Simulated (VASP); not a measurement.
# HC12 (a cell with a defect) in VASP: a series of runs, part 2 of 2

VASP 6.6.1. The steps go on from the part before.

**4. Single point, LDA**

Input file INCAR:

```
ALGO     = Normal         # electronic algorithm
EDIFF    = 1E-6           # SCF threshold, eV
ENCUT    = 520            # plane-wave cutoff, eV
GGA      = CA             # functional
ISIF     = 2              # what is computed and relaxed
ISMEAR   = 0              # smearing method
LASPH    = T              # aspherical terms in the spheres
LCHARG   = F              # write CHGCAR
LREAL    = F              # projectors in reciprocal space
LWAVE    = F              # write WAVECAR
NBANDS   = 36             # bands
NELECT   = 48.0         
NELM     = 100            # most SCF steps
PREC     = Accurate       # precision mode
SIGMA    = 0.05           # smearing width, eV
```

Input file KPOINTS:

```
k-points
0
Gamma
  6 6 6
```

Input file POSCAR:

```
HC12
1.0
    1.7657489870     -3.5314979740     -1.7657489870
    3.5314979740     -1.7657489870      1.7657489870
   -1.7657489870     -3.5314979740      1.7657489870
C H
12 1
Direct
    0.2500000000      1.0000000000      0.2500000000
    0.0833333333      0.3333333333      0.7500000000
    0.9166666667      0.6666666667      0.2500000000
    0.7500000000      1.0000000000      0.7500000000
    0.5833333333      0.3333333333      0.2500000000
    0.4166666667      0.6666666667      0.7500000000
    0.9583333333      0.3333333333      0.1250000000
    0.7916666667      0.6666666667      0.6250000000
    0.6250000000      1.0000000000      0.1250000000
    0.4583333333      0.3333333333      0.6250000000
    0.2916666667      0.6666666667      0.1250000000
    0.1250000000      1.0000000000      0.6250000000
    1.1805555556      0.2222222222      0.4583333333
```

Potentials or basis: VASP PAW LDA potentials, release 64 (C, H).

Command:

```console
$ cat potpaw_LDA.64/C/POTCAR potpaw_LDA.64/H/POTCAR > POTCAR
$ mpirun -np 1 vasp_std > vasp.out
```

OUTCAR:

```text
EDIFF = 1E-6
   ENCUT = 520
   GGA = CA
   ISIF = 2
   ISMEAR = 0
   LASPH = T
   LREAL = F
   NELECT = 48.0
   NELM = 100
   PREC = Accurate

 ion  position               nearest neighbor table
   1  0.250  0.000  0.250-  13 1.28  11 1.53   7 1.53  12 1.53   9 1.53
   2  0.083  0.333  0.750-  13 1.28  12 1.53  10 1.53   7 1.53   8 1.53
   3  0.917  0.667  0.250-   8 1.53   9 1.53  11 1.53   7 1.53
   4  0.750  0.000  0.750-   8 1.53   9 1.53  10 1.53  12 1.53
   5  0.583  0.333  0.250-   9 1.53   7 1.53  10 1.53  11 1.53
   6  0.417  0.667  0.750-   8 1.53  11 1.53  12 1.53  10 1.53
   7  0.958  0.333  0.125-   1 1.53   2 1.53   5 1.53   3 1.53
   8  0.792  0.667  0.625-   4 1.53   3 1.53   2 1.53   6 1.53
   9  0.625  0.000  0.125-   5 1.53   3 1.53   4 1.53   1 1.53
  10  0.458  0.333  0.625-   2 1.53   4 1.53   5 1.53   6 1.53
  11  0.292  0.667  0.125-   1 1.53   3 1.53   5 1.53   6 1.53
  12  0.125  0.000  0.625-  13 1.18   2 1.53   4 1.53   6 1.53   1 1.53
  13  0.181  0.222  0.458-  12 1.18   1 1.28   2 1.28

  LATTYP: Found a base centered monoclinic cell.
[... 1151 lines left out ...]

------------------------ aborting loop because EDIFF is reached ----------------------------------------

  FORCE on cell =-STRESS in cart. coord.  units (eV):
  Direction    XX          YY          ZZ          XY          YZ          ZX
  --------------------------------------------------------------------------------------
  -------------------------------------------------------------------------------------
  Total       -7.8322116     -6.9651562     -7.0260315      0.0301502     -2.0820854     -0.0276071
  in kB     -189.9445562   -168.9169767   -170.3933066      0.7311952    -50.4941405     -0.6695186
  external PRESSURE =    -176.4182798 kB  Pullay stress =       0.0000000 kB

 VOLUME and BASIS-vectors are now :
 -----------------------------------------------------------------------------
  energy-cutoff  :      520.00
  volume of cell :       66.06
      direct lattice vectors                 reciprocal lattice vectors
     1.765748987 -3.531497974 -1.765748987     0.047194326 -0.141582978 -0.235971630
     3.531497974 -1.765748987  1.765748987     0.188777304  0.000000000  0.188777304
    -1.765748987 -3.531497974  1.765748987    -0.141582978 -0.141582978  0.141582978

 POSITION                                       TOTAL-FORCE (eV/Angst)
 -----------------------------------------------------------------------------------
      0.00000     -1.76575      0.00000         0.745176      2.291192     -2.297187
     -0.00000     -3.53150      1.76575         0.559011     -2.328997      2.196178
      3.53150     -5.29725     -0.00000         0.518426      0.276609      0.102678
      0.00000     -5.29725      0.00000         0.108726      0.282661      0.341753
      1.76575     -3.53150      0.00000         0.451242     -0.155949     -0.225593
      1.76575     -5.29725      1.76575         0.287536     -0.423268     -0.073251
      2.64862     -4.41437     -0.88287        -0.171702      0.675973      0.198321
      2.64862     -6.18012      0.88287         0.309025      0.116656      0.483436
      0.88287     -2.64862     -0.88287         0.382583     -0.301937     -0.752223
      0.88287     -4.41437      0.88287         0.389592     -0.548149     -0.076119
      2.64862     -2.64862      0.88287        -0.254424      0.117370      0.095238
     -0.88287     -2.64862      0.88287        -3.996465     -0.015997      0.047957
      0.29429     -2.64862      0.88287         0.671275      0.013835     -0.041188
 -----------------------------------------------------------------------------------
    total drift:                                0.000142      0.000004      0.000024

  FREE ENERGIE OF THE ION-ELECTRON SYSTEM (eV)
  ---------------------------------------------------
  free  energy   TOTEN  =      -131.7278165033 eV

  energy  without entropy=     -131.7278165033  energy(sigma->0) =     -131.72781650
```

stdout:

```text
POSCAR found type information on POSCAR C H
 POSCAR found :  2 types and      13 ions
 scaLAPACK will be used
 LDA part: xc-table for (Slater(with rela. corr.)+CA(PZ))
 , standard interpolation
 POSCAR, INCAR and KPOINTS ok, starting setup
 FFT: planning ... GRIDC
 FFT: planning ... GRID_SOFT
 FFT: planning ... GRID
 WAVECAR not read
 entering main loop
 the old and the new charge density differ
 old charge density:    49.00000 new   48.00000
    0.144E+01
```

It took 5 min on 1 thread of Intel Xeon 8259CL, shared host; peak memory 0.28 GiB.

What came out:

* Free energy: -131.7278 eV
* Largest force: 3.997 eV/Å

Forces on the atoms (eV/Å):
```
C    0.745  2.291 -2.297
C    0.559 -2.329  2.196
C    0.518  0.277  0.103
C    0.109  0.283  0.342
C    0.451 -0.156 -0.226
C    0.288 -0.423 -0.073
C   -0.172  0.676  0.198
C    0.309  0.117  0.483
C    0.383 -0.302 -0.752
C    0.390 -0.548 -0.076
C   -0.254  0.117  0.095
C   -3.996 -0.016  0.048
H    0.671  0.014 -0.041
```

Levels at points of the mesh, in eV from the Fermi level:
```tsv
k point	band 21	band 22	band 23	band 24	band 25	band 26	band 27	band 28
(0.00, 0.00, 0.00)	-3.14	-0.41	-0.38	-0.26	3.97	5.07	5.26	5.48
(0.50, 0.00, 0.00)	-4.67	-4.43	-2.76	-2.19	4.36	5.87	6.13	6.58
(0.50, 0.50, 0.00)	-4.72	-4.43	-2.61	-2.14	3.93	5.82	5.93	6.70
(0.00, 0.50, 0.00)	-3.28	-3.16	-1.91	-1.59	3.24	4.36	6.11	7.39
(0.00, 0.00, 0.50)	-2.55	-2.17	-1.97	-1.95	4.13	6.48	6.96	7.10
(0.50, 0.00, 0.50)	-3.94	-3.71	-3.17	-3.08	2.60	4.50	5.40	5.73
(0.50, 0.50, 0.50)	-3.77	-3.76	-3.18	-3.11	3.01	4.37	5.46	5.75
(0.00, 0.50, 0.50)	-4.51	-4.37	-4.26	-4.17	3.42	5.63	5.83	6.11
```

Caveat: the cell carries a net charge on a neutralising background, which shifts energy and pressure; the cell is charged against a uniform background, so pressure and absolute levels hang on convention.
